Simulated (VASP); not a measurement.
# MgO (Cmcm) in VASP: notebook, part 2 of 3

VASP 6.6.1. The steps go on from the part before.

### Step 3. Single point, PBEsol (mode 4 (284.4 1/cm) frozen in, largest displacement +0.225 Å)

INCAR reads:

```
PREC = Accurate
ENCUT = 520
EDIFF = 1E-6
ISMEAR = 0
SIGMA = 0.05
LREAL = F
LASPH = T
NELM = 80
ALGO = Normal
ISIF = 2
LWAVE = F
LCHARG = T
GGA = PS
LELF = T
LVHAR = T
NBANDS = 16
```

KPOINTS reads:

```
regular mesh
0
Gamma
  8 8 6
```

POSCAR reads:

```
MgO
1.0
    0.0000000000     -2.1071057205     -2.1071057205
    0.0000000000      2.1071057205     -2.1071057205
    4.2142114411      0.0000000000      0.0000000000
Mg O
2 2
Direct
    0.4466092285      0.5533907715      0.5000000000
    0.0533907715     -0.0533907715      0.0000000000
    0.5299202588      0.4700797412      0.0000000000
   -0.0299202588      0.0299202588      0.5000000000
```

Potentials or basis: VASP PAW PBE potentials, release 64 (Mg, O).

The run is started by

```sh
$ cat potpaw_PBE.64/Mg/POTCAR potpaw_PBE.64/O/POTCAR > POTCAR
$ mpirun -np 1 vasp_std > vasp.out
```

OUTCAR:

```text
PREC = Accurate
   ENCUT = 520
   EDIFF = 1E-6
   ISMEAR = 0
   LREAL = F
   LASPH = T
   NELM = 80
   ISIF = 2
   GGA = PS

 ion  position               nearest neighbor table
   1  0.447  0.553  0.500-   4 2.01   4 2.11   4 2.11   3 2.14   3 2.14   4 2.21   2 2.68   2 2.68
                             2 3.01   2 3.01   2 3.01   2 3.01   2 3.31   2 3.31
   2  0.053  0.947  0.000-   3 2.01   3 2.11   3 2.11   4 2.14   4 2.14   3 2.21   1 2.68   1 2.68
                             1 3.01   1 3.01   1 3.01   1 3.01   1 3.31   1 3.31
   3  0.530  0.470  0.000-   2 2.01   2 2.11   2 2.11   1 2.14   1 2.14   2 2.21
   4  0.970  0.030  0.500-   1 2.01   1 2.11   1 2.11   2 2.14   2 2.14   1 2.21

  LATTYP: Found a simple tetragonal cell.
 ALAT       =     2.9798974873
 C/A-ratio  =     1.4142135624

  Lattice vectors:

 A1 = (   0.0000000000,  -2.1071057205,  -2.1071057205)
 A2 = (   0.0000000000,   2.1071057205,  -2.1071057205)
 A3 = (   4.2142114411,   0.0000000000,   0.0000000000)

Analysis of symmetry for initial positions (statically):
=====================================================================
 Subroutine PRICEL returns:
 Original cell was already a primitive cell.

 Routine SETGRP: Setting up the symmetry group for a
 simple tetragonal supercell.

 Subroutine GETGRP returns: Found  8 space group operations
 (whereof  4 operations were pure point group operations)
 out of a pool of 16 trial point group operations.

The static configuration has the point symmetry C_2v.
 The point group associated with its full space group is D_2h.

Analysis of symmetry for dynamics (positions and initial velocities):
=====================================================================
 Subroutine PRICEL returns:
 Original cell was already a primitive cell.

 Routine SETGRP: Setting up the symmetry group for a
 simple tetragonal supercell.

[... 130 lines left out ...]
  volume/ion in A,a.u.               =       9.36        63.13
  Fermi-wavevector in a.u.,A,eV,Ry     =   1.233318  2.330634 20.695468  1.521074
  Thomas-Fermi vector in A             =   2.368053
   LORBIT       =      0    0 simple, 1 ext, 2 COOP (PROOUT), +10 PAW based schemes
   GGA     = PS    functional components
   LHFCALC =     F    Hartree Fock is set to
   AEXX    =    0.0000 exact exchange contribution
   IVDW    =     0    specifies the selected vdW correction
   LEPSILON=     F    determine dielectric tensor
   LRPA    =     F    only Hartree local field effects (RPA)
 non-spin polarized calculation
 Gauss-broadening in eV      SIGMA  =   0.05
  energy-cutoff  :      520.00
  volume of cell :       37.42
 maximum number of plane-waves:      1032
 NGX is ok and might be reduce to    24
   NGX = 11   NGY = 11   NGZ = 15

 number of electron      16.0000005 magnetization

 Free energy of the ion-electron system (eV)
  ---------------------------------------------------
  ext. energy  EPLUGINS =         0.00000000
  ---------------------------------------------------
  free energy    TOTEN  =       -24.57171170 eV

  energy without entropy =      -24.57171170  energy(sigma->0) =      -24.57171170

 E-fermi :   3.4885     XC(G=0): -11.3076

 val. band max:        3.1738389945   @ k =   0.0000   0.0000   0.0000
 cond. band min:       7.5549371432   @ k =   0.0000   0.0000   0.0000
 fundamental gap:      4.3810981487
 Fermi energy:         3.4885355087

 k-point     1 :       0.0000    0.0000    0.0000
  band No.  band energies     occupation
      1     -14.1081      2.00000
      2     -12.5037      2.00000
      3      -1.0300      2.00000
      4       1.7321      2.00000
      5       1.7532      2.00000
      6       3.0300      2.00000
[... 433 lines left out ...]
      3      -0.6735      2.00000
      4       0.7253      2.00000
      5       0.8158      2.00000
      6       2.0059      2.00000
[... 8 lines left out ...]
     15      19.7634      0.00000
     16      20.9201      0.00000

 [... further k-points ...]

------------------------ aborting loop because EDIFF is reached ----------------------------------------

  FORCE on cell =-STRESS in cart. coord.  units (eV):
  Direction    XX          YY          ZZ          XY          YZ          ZX
  --------------------------------------------------------------------------------------
  -------------------------------------------------------------------------------------
  Total        0.8625372      0.5312262     -0.7280645      0.0000000      0.0000000      0.0000000
  in kB       36.9291620     22.7442247    -31.1717709      0.0000000      0.0000000      0.0000000
  external PRESSURE =       9.5005386 kB  Pullay stress =       0.0000000 kB

 VOLUME and BASIS-vectors are now :
 -----------------------------------------------------------------------------
  energy-cutoff  :      520.00
  volume of cell :       37.42
      direct lattice vectors                 reciprocal lattice vectors
     0.000000000 -2.107105720 -2.107105720     0.000000000 -0.237292318 -0.237292318
     0.000000000  2.107105720 -2.107105720     0.000000000  0.237292318 -0.237292318
     4.214211441  0.000000000  0.000000000     0.237292318  0.000000000  0.000000000

 POSITION                                       TOTAL-FORCE (eV/Angst)
 -----------------------------------------------------------------------------------
      2.10711      0.22500     -2.10711         0.000000     -1.727328      0.000000
      0.00000      1.88211     -2.10711         0.000000      1.727328      0.000000
      0.00000     -0.12609     -2.10711         0.000000      0.565873      0.000000
      2.10711     -1.98102     -2.10711         0.000000     -0.565873      0.000000
 -----------------------------------------------------------------------------------
    total drift:                                0.000000     -0.000000     -0.000000

  FREE ENERGIE OF THE ION-ELECTRON SYSTEM (eV)
  ---------------------------------------------------
  free  energy   TOTEN  =       -24.5717116987 eV

  energy  without entropy=      -24.5717116987  energy(sigma->0) =      -24.57171170
```

OSZICAR:

```text
N       E                     dE             d eps       ncg     rms          rms(c)
DAV:   1     0.457763455705E+02    0.45776E+02   -0.78990E+03  2872   0.896E+02
DAV:   2    -0.248484966359E+02   -0.70625E+02   -0.65838E+02  3624   0.194E+02
DAV:   3    -0.273523259170E+02   -0.25038E+01   -0.24995E+01  3080   0.350E+01
DAV:   4    -0.273605019209E+02   -0.81760E-02   -0.81758E-02  3496   0.233E+00
DAV:   5    -0.273605357759E+02   -0.33855E-04   -0.33855E-04  3112   0.146E-01    0.944E+00
DAV:   6    -0.246457165054E+02    0.27148E+01   -0.67821E+00  2784   0.207E+01    0.308E+00
DAV:   7    -0.246023988235E+02    0.43318E-01   -0.13386E-01  2872   0.298E+00    0.190E+00
DAV:   8    -0.245735749796E+02    0.28824E-01   -0.60284E-02  2904   0.268E+00    0.440E-01
DAV:   9    -0.245719211484E+02    0.16538E-02   -0.16531E-03  3544   0.386E-01    0.196E-01
DAV:  10    -0.245717098691E+02    0.21128E-03   -0.81857E-04  2984   0.227E-01    0.159E-02
DAV:  11    -0.245717114276E+02   -0.15585E-05   -0.83217E-06  3424   0.248E-02    0.600E-03
DAV:  12    -0.245717116987E+02   -0.27113E-06   -0.41262E-07  1896   0.665E-03
   1 F= -.24571712E+02 E0= -.24571712E+02  d E =-.459319E-21
```

It took 14 s on 1 thread of Intel Xeon 6975P-C (Granite Rapids), shared host; peak memory 0.18 GiB.

What came out:

```
Free energy            : -24.5717 eV
Pressure               : 1.0 GPa
Largest force          : 1.727 eV/Å
Band gap on the k mesh : 4.38 eV, direct
```

Forces in eV/Å, atoms in the order of the input:
```
Mg   0.000 -1.727  0.000
Mg   0.000  1.727  0.000
O    0.000  0.566  0.000
O    0.000 -0.566  0.000
```

Stress tensor (GPa, compression positive):
```
 3.69  0.00  0.00
 0.00  2.27  0.00
 0.00  0.00 -3.12
```

Caveat: the cell differs from its parent crystal (mode 4 (284.4 1/cm) frozen in, largest displacement +0.225 Å); the PAW data sets were made with another functional, which shifts forces and pressure a little.

(Part 2 of 3 ends here.)
